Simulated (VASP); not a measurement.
Runs of VASP 6.6.1 on Si. The structure is tetragonal, space group I4/mmm (No. 139). Conventional cell: a = 6.651 Å, b = 6.651 Å, c = 3.845 Å, α = 90.00°, β = 90.00°, γ = 90.00°. Within 3.1 Å of Si (site symmetry m2m) lie 4 Si at 2.34 to 2.38 Å. 

| smearing | gap on the mesh (eV) | pressure (GPa) | largest force (eV/Å) |
| --- | --- | --- | --- |
| fermi-dirac 0.1 eV | 0.18 | -1.8 | 0.02 |
| fermi-dirac 0.05 eV | 0.18 | -1.8 | 0.02 |
| fermi-dirac 0.15 eV | 0.18 | -1.8 | 0.02 |
| fermi-dirac 0.25 eV | 0.19 | (a) | 0.03 |
| fermi-dirac 0.025 eV | 0.18 | -1.8 | 0.02 |

Alike in all rows: task single point; level LDA; potentials or basis VASP PAW LDA potentials, release 64 (Si); no spin polarisation; cell as given; k mesh 6 × 6 × 6; cutoff (eV) 520.

Problem. Estimate the missing entries.

Solution. (a) -1.9.

A k mesh can miss the band edges.
